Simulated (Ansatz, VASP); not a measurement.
# BeS in VASP and in Ansatz

```xyz
2
Lattice="0.0000 2.4343 2.4343 2.4343 0.0000 2.4343 2.4343 2.4343 0.0000" Properties=species:S:1:pos:R:3 pbc="T T T"
Be    0.0000    0.0000    0.0000
S     1.2172    1.2172    1.2172
```

Alike in both runs: task single point; functional r2SCAN; k mesh 6 × 6 × 6; no spin polarisation.

|  | VASP | Ansatz |
| --- | --- | --- |
| version | VASP 6.6.1 | Ansatz 0.2.0 |
| potentials or method | VASP PAW PBE potentials, release 64 (Be, S) | plane waves, PAW |
| plane-wave cutoff (eV) | 520 | 500 |
| occupations | gaussian, width 0.01 eV | fixed |
| valence electrons in the cell | 8 | 8 |

|  | VASP | Ansatz | Ansatz less VASP |
| --- | --- | --- | --- |
| gap on the k mesh at the Fermi level (eV) | 3.60 | 3.59 | -0.009 |
| pressure (GPa) | 0.3 | 0.0 | -0.27 |

VASP's potentials were made for PBE, not for r2SCAN.
